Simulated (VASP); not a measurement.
# HoNb2As3 (I4/mmm) in VASP: a series of runs

The runs below take HoNb2As3 through single point, with PBE.

Program: VASP 6.6.1. These are calculated values, not measurements. Logs are shortened: lines on timing, memory, paths and dates and some standing lists are left out, and cuts for length are marked.

## (1) The cell of the first run

It takes space group I4/mmm (No. 139, tetragonal). The conventional cell has a = 5.745 Å, b = 5.745 Å, c = 7.965 Å, α = 90.00°, β = 90.00°, γ = 90.00°. Ho (site symmetry 4/mmm) has 4 As at 2.87 Å and 8 Nb at 3.49 Å within 3.8 Å. Nb (site symmetry -4m2) has 2 As at 1.99 Å within 2.6 Å. As (site symmetry mmm) has 2 Nb at 1.99 Å within 2.6 Å. As (site symmetry 4/mmm) has 4 As at 2.87 Å and 8 Nb at 3.49 Å within 3.8 Å.

The cell was generated, and may not be a known phase.

## (2) Single point, PBE

Input file INCAR:

```
PREC     = Accurate       # precision mode
ENCUT    = 500            # plane-wave cutoff, eV
EDIFF    = 1E-6           # SCF threshold, eV
ISMEAR   = 0              # smearing method
SIGMA    = 0.1            # smearing width, eV
LREAL    = F              # projectors in reciprocal space
LASPH    = T              # aspherical terms in the spheres
NELM     = 200            # most SCF steps
ALGO     = Normal         # electronic algorithm
ISIF     = 2              # what is computed and relaxed
LWAVE    = F              # write WAVECAR
LCHARG   = F              # write CHGCAR
GGA      = PE             # functional
NBANDS   = 34             # bands
GGA_COMPAT= F            
LMAXMIX  = 6              # l up to which the mixer works
```

Input file KPOINTS:

```
regular mesh
0
Gamma
  4 4 4
```

Input file POSCAR:

```
HoNb2As3
1.0
   -2.8722750400      2.8722750400      3.9823766200
    2.8722750400     -2.8722750400      3.9823766200
    2.8722750400      2.8722750400     -3.9823766200
Ho Nb As
1 2 3
Direct
    0.5000000000      0.5000000000      0.0000000000
    0.7500000000      0.2500000000      0.5000000000
    0.2500000000      0.7500000000      0.5000000000
    0.5000000000      0.0000000000      0.5000000000
    0.0000000000      0.5000000000      0.5000000000
    0.0000000000      0.0000000000      0.0000000000
```

Potentials or basis: VASP PAW PBE potentials, release 64 (Ho_3, Nb_sv, As), 4f in core.

Launch:

```bash
> cat potpaw_PBE.64/Ho_3/POTCAR potpaw_PBE.64/Nb_sv/POTCAR potpaw_PBE.64/As/POTCAR > POTCAR
> mpirun -np 1 vasp_std > vasp.out
```

OUTCAR:

```text
PREC = Accurate
   ENCUT = 500
   EDIFF = 1E-6
   ISMEAR = 0
   LREAL = F
   LASPH = T
   NELM = 200
   ISIF = 2
   GGA = PE

 ion  position               nearest neighbor table
   1  0.500  0.500  0.000-   4 2.87   5 2.87   4 2.87   5 2.87
   2  0.750  0.250  0.500-   4 1.99   5 1.99
   3  0.250  0.750  0.500-   4 1.99   5 1.99
   4  0.500  0.000  0.500-   2 1.99   3 1.99   1 2.87   6 2.87   1 2.87   6 2.87
   5  0.000  0.500  0.500-   2 1.99   3 1.99   1 2.87   6 2.87   6 2.87   1 2.87
   6  0.000  0.000  0.000-   4 2.87   5 2.87   5 2.87   4 2.87

  LATTYP: Found a body centered tetragonal cell.
 ALAT       =     5.7445500800
 C/A-ratio  =     1.3864886073

  Lattice vectors:

 A1 = (  -2.8722750400,   2.8722750400,   3.9823766200)
 A2 = (   2.8722750400,  -2.8722750400,   3.9823766200)
 A3 = (   2.8722750400,   2.8722750400,  -3.9823766200)

Analysis of symmetry for initial positions (statically):
=====================================================================
 Subroutine PRICEL returns:
 Original cell was already a primitive cell.

 Routine SETGRP: Setting up the symmetry group for a
 body centered tetragonal supercell.

 Subroutine GETGRP returns: Found 16 space group operations
 (whereof 16 operations were pure point group operations)
 out of a pool of 16 trial point group operations.

The static configuration has the point symmetry D_4h.

Analysis of symmetry for dynamics (positions and initial velocities):
=====================================================================
 Subroutine PRICEL returns:
 Original cell was already a primitive cell.

 Routine SETGRP: Setting up the symmetry group for a
 body centered tetragonal supercell.

 Subroutine GETGRP returns: Found 16 space group operations
 (whereof 16 operations were pure point group operations)
 out of a pool of 16 trial point group operations.

The dynamic configuration has the point symmetry D_4h.

 Subroutine INISYM returns: Found 16 space group operations
 (whereof 16 operations are pure point group operations),
 and found     1 'primitive' translations

----------------------------------------------------------------------------------------

                                     Primitive cell

  volume of cell :     131.4179

  direct lattice vectors                    reciprocal lattice vectors
    -2.872275040  2.872275040  3.982376620     0.000000000  0.174078037  0.125553168
     2.872275040 -2.872275040  3.982376620     0.174078037  0.000000000  0.125553168
     2.872275040  2.872275040 -3.982376620     0.174078037  0.174078037  0.000000000

  length of vectors
     5.688519259  5.688519259  5.688519259     0.214631686  0.214631686  0.246183520

  position of ions in fractional coordinates (direct lattice)
     0.500000000  0.500000000  0.000000000
     0.750000000  0.250000000  0.500000000
     0.250000000  0.750000000  0.500000000
     0.500000000  0.000000000  0.500000000
     0.000000000  0.500000000  0.500000000
     0.000000000  0.000000000  0.000000000

  ion indices of the primitive-cell ions
   primitive index   ion index
                 1           1
                 2           2
                 3           3
                 4           4
                 5           5
                 6           6

----------------------------------------------------------------------------------------

 KPOINTS: regular mesh

Automatic generation of k-mesh.
 Grid dimensions read from file:
 generate k-points for:    4    4    4

 Generating k-lattice:

  Cartesian coordinates                     Fractional coordinates (reciprocal lattice)
     0.000000000  0.043519509  0.031388292     0.250000000 -0.000000000  0.000000000
     0.043519509  0.000000000  0.031388292    -0.000000000  0.250000000  0.000000000
     0.043519509  0.043519509  0.000000000     0.000000000  0.000000000  0.250000000

  Length of vectors
     0.053657922  0.053657922  0.061545880

  Shift w.r.t. Gamma in fractional coordinates (k-lattice)
     0.000000000  0.000000000  0.000000000

 Subroutine IBZKPT returns following result:
 ===========================================

 Found     13 irreducible k-points:

 Following reciprocal coordinates:
            Coordinates               Weight
  0.000000  0.000000  0.000000      1.000000
  0.250000  0.000000  0.000000      8.000000
  0.500000  0.000000  0.000000      4.000000
  0.250000  0.250000  0.000000      8.000000
  0.500000  0.250000  0.000000     16.000000
 -0.250000  0.250000  0.000000      4.000000
  0.500000  0.500000  0.000000      2.000000
  0.250000  0.250000  0.250000      2.000000
 -0.250000  0.250000  0.250000      4.000000
  0.500000  0.500000  0.250000      4.000000
 -0.250000  0.500000  0.250000      8.000000
 -0.250000 -0.250000  0.250000      2.000000
  0.500000  0.500000  0.500000      1.000000
   k-points           NKPTS =     13   k-points in BZ     NKDIM =     13   number of bands    NBANDS=     34
   number of dos      NEDOS =    301   number of ions     NIONS =      6
   total plane-waves  NPLWV =  74088
   dimension x,y,z NGX =    42 NGY =   42 NGZ =   42
   dimension x,y,z NGXF=    84 NGYF=   84 NGZF=   84
   ions per type =               1   2   3
   NGX,Y,Z   is equivalent  to a cutoff of  12.27, 12.27, 12.27 a.u.
   NGXF,Y,Z  is equivalent  to a cutoff of  24.55, 24.55, 24.55 a.u.
 SYSTEM =  unknown system
   PREC   = accura    normal or accurate (medium, high low for compatibility)
   ISTART =      0    job   : 0-new  1-cont  2-samecut
   ICHARG =      2    charge: 1-file 2-atom 10-const
   ISPIN  =      1    spin polarized calculation?
   LNONCOLLINEAR =      F non collinear calculations
   LSORBIT =      F    spin-orbit coupling
   LASPH  =      T    aspherical Exc in radial PAW
   ENCUT  =  500.0 eV  36.75 Ry    6.06 a.u.  10.37 10.37 10.37*2*pi/ulx,y,z
   NELM   =    200;   NELMIN=  2; NELMDL= -5     # of ELM steps
   EDIFF  = 0.1E-05   stopping-criterion for ELM
   LREAL  =      F    real-space projection
   EDIFFG = 0.1E-04   stopping-criterion for IOM
   NSW    =      0    number of steps for IOM
   IBRION =     -1    ionic relax: 0-MD 1-quasi-New 2-CG
   NFREE  =      0    steps in history (QN), initial steepest desc. (CG)
   ISIF   =      2    stress and relaxation
   ISYM   =      2    0-nonsym 1-usesym 2-fastsym
   POTIM  = 0.5000    time-step for ionic-motion
   TEBEG  =    0.0;   TEEND  =   0.0 temperature during run
   PSTRESS=    0.0 pullay stress
   NELECT =      50.0000    total number of electrons
   NUPDOWN=      -1.0000    fix difference up-down
   EMIN   =  10.00;   EMAX   =-10.00  energy-range for DOS
   EFERMI =   0.00;   METHOD = LEGACY
   ISMEAR =     0;   SIGMA  =   0.10  broadening in eV -4-tet -1-fermi 0-gaus
   EFERMI_NEDOS =   21; number of points for ismear=-14 and -15
   IALGO  =     38    algorithm
   IMIX   =      4    mixing-type and parameters
     AMIX     =   0.40;   BMIX     =  1.00
     AMIX_MAG =   1.60;   BMIX_MAG =  1.00
  volume/ion in A,a.u.               =      21.90       147.81
  Fermi-wavevector in a.u.,A,eV,Ry     =   1.186260  2.241707 19.146306  1.407214
  Thomas-Fermi vector in A             =   2.322437
   LORBIT       =      0    0 simple, 1 ext, 2 COOP (PROOUT), +10 PAW based schemes
   GGA     = PE    functional components
   LHFCALC =     F    Hartree Fock is set to
   AEXX    =    0.0000 exact exchange contribution
   IVDW    =     0    specifies the selected vdW correction
   LEPSILON=     F    determine dielectric tensor
   LRPA    =     F    only Hartree local field effects (RPA)
 non-spin polarized calculation
 Gauss-broadening in eV      SIGMA  =   0.10
  energy-cutoff  :      500.00
  volume of cell :      131.42
 maximum number of plane-waves:      3357
 NGX is ok and might be reduce to    42
   NGX = 21   NGY = 21   NGZ = 21

 number of electron      49.9999999 magnetization

 Free energy of the ion-electron system (eV)
  ---------------------------------------------------
  ext. energy  EPLUGINS =         0.00000000
  ---------------------------------------------------
  free energy    TOTEN  =       -25.53116730 eV

  energy without entropy =      -25.50102720  energy(sigma->0) =      -25.51609725

 E-fermi :   6.1798     XC(G=0): -10.5196

 val. band max:        6.1693617376   @ k =  -0.2500   0.2500   0.0000
 cond. band min:       6.2255970004   @ k =  -0.2500   0.2500   0.2500
 fundamental gap:      0.0562352628
 Fermi energy:         6.1797997176

 k-point     1 :       0.0000    0.0000    0.0000
  band No.  band energies     occupation
      1     -48.3730      2.00000
      2     -48.3481      2.00000
      3     -25.5565      2.00000
      4     -25.5319      2.00000
      5     -24.3815      2.00000
      6     -24.3815      2.00000
[... 26 lines left out ...]
     33       9.2446      0.00000
     34       9.3974      0.00000

 k-point     2 :       0.2500    0.0000    0.0000
  band No.  band energies     occupation
      1     -48.3694      2.00000
      2     -48.3517      2.00000
      3     -25.5532      2.00000
      4     -25.5362      2.00000
      5     -24.3812      2.00000
      6     -24.3808      2.00000
[... 26 lines left out ...]
     33       9.2638      0.00000
     34       9.5824      0.00000

 k-point     3 :       0.5000    0.0000    0.0000
  band No.  band energies     occupation
      1     -48.3606      2.00000
      2     -48.3605      2.00000
      3     -25.5459      2.00000
      4     -25.5446      2.00000
      5     -24.3807      2.00000
      6     -24.3803      2.00000
[... 26 lines left out ...]
     33       8.9688      0.00000
     34       9.3809      0.00000

 k-point     4 :       0.2500    0.2500    0.0000
  band No.  band energies     occupation
      1     -48.3610      2.00000
      2     -48.3601      2.00000
      3     -25.5467      2.00000
      4     -25.5437      2.00000
      5     -24.3926      2.00000
      6     -24.3812      2.00000
[... 26 lines left out ...]
     33       8.9754      0.00000
     34       9.0667      0.00000

 k-point     5 :       0.5000    0.2500    0.0000
  band No.  band energies     occupation
      1     -48.3700      2.00000
      2     -48.3511      2.00000
      3     -25.5513      2.00000
      4     -25.5396      2.00000
      5     -24.3987      2.00000
      6     -24.3808      2.00000
[... 214 lines left out ...]
 k-point    11 :      -0.2500    0.5000    0.2500
  band No.  band energies     occupation
      1     -48.3707      2.00000
      2     -48.3504      2.00000
      3     -25.5494      2.00000
      4     -25.5412      2.00000
      5     -24.3978      2.00000
      6     -24.3974      2.00000
[... 26 lines left out ...]
     33       9.3632      0.00000
     34       9.6169      0.00000

 k-point    12 :      -0.2500   -0.2500    0.2500
  band No.  band energies     occupation
      1     -48.3615      2.00000
      2     -48.3596      2.00000
      3     -25.5478      2.00000
      4     -25.5416      2.00000
      5     -24.3915      2.00000
      6     -24.3915      2.00000
[... 26 lines left out ...]
     33       9.1872      0.00000
     34       9.2061      0.00000

 k-point    13 :       0.5000    0.5000    0.5000
  band No.  band energies     occupation
      1     -48.3749      2.00000
      2     -48.3462      2.00000
      3     -25.5515      2.00000
      4     -25.5393      2.00000
      5     -24.4052      2.00000
      6     -24.4052      2.00000
[... 26 lines left out ...]
     33       9.2506      0.00000
     34       9.6995      0.00000

------------------------ aborting loop because EDIFF is reached ----------------------------------------

  FORCE on cell =-STRESS in cart. coord.  units (eV):
  Direction    XX          YY          ZZ          XY          YZ          ZX
  --------------------------------------------------------------------------------------
  -------------------------------------------------------------------------------------
  Total       -4.1472194     -4.1472194    111.0055144      0.0000000      0.0000000      0.0000000
  in kB      -50.5607176    -50.5607176   1353.3208305      0.0000000      0.0000000      0.0000000
  external PRESSURE =     417.3997984 kB  Pullay stress =       0.0000000 kB

 VOLUME and BASIS-vectors are now :
 -----------------------------------------------------------------------------
  energy-cutoff  :      500.00
  volume of cell :      131.42
      direct lattice vectors                 reciprocal lattice vectors
    -2.872275040  2.872275040  3.982376620     0.000000000  0.174078037  0.125553168
     2.872275040 -2.872275040  3.982376620     0.174078037  0.000000000  0.125553168
     2.872275040  2.872275040 -3.982376620     0.174078037  0.174078037  0.000000000

 POSITION                                       TOTAL-FORCE (eV/Angst)
 -----------------------------------------------------------------------------------
      0.00000      0.00000      3.98238         0.000000     -0.000000      0.000000
      0.00000      2.87228      1.99119         0.000000      0.000000     -0.000000
      2.87228      0.00000      1.99119        -0.000000     -0.000000     -0.000000
      0.00000      2.87228      0.00000         0.000000     -0.000000      0.000000
      2.87228      0.00000      0.00000         0.000000     -0.000000      0.000000
      0.00000      0.00000      0.00000         0.000000     -0.000000      0.000000
 -----------------------------------------------------------------------------------
    total drift:                               -0.000000      0.000000      0.000000

  FREE ENERGIE OF THE ION-ELECTRON SYSTEM (eV)
  ---------------------------------------------------
  free  energy   TOTEN  =       -25.5311673000 eV

  energy  without entropy=      -25.5010271966  energy(sigma->0) =      -25.51609725
```

It took 91 s on 1 thread of Intel Xeon 6975P-C (Granite Rapids), shared host; peak memory 0.27 GiB.

Results:

| Item | Value |
| --- | --- |
| Free energy | -25.5312 eV |
| Pressure | 41.7 GPa |
| Band gap on the k mesh | zero (bands 25 and 26 overlap by 1.00 eV) |

Caveat: the stress differs along the axes, from -5 to 135 GPa; spin-orbit coupling is left out, which moves the levels of the heavy elements; the 4f electrons are frozen in the core, so they carry no moment and show no levels. Spin polarisation is off, so any magnetic state and its effect on volume and gap are missing.

[end of part 1 of 2]

The gap in the log of VASP goes by the Fermi energy; the results here count the filled bands.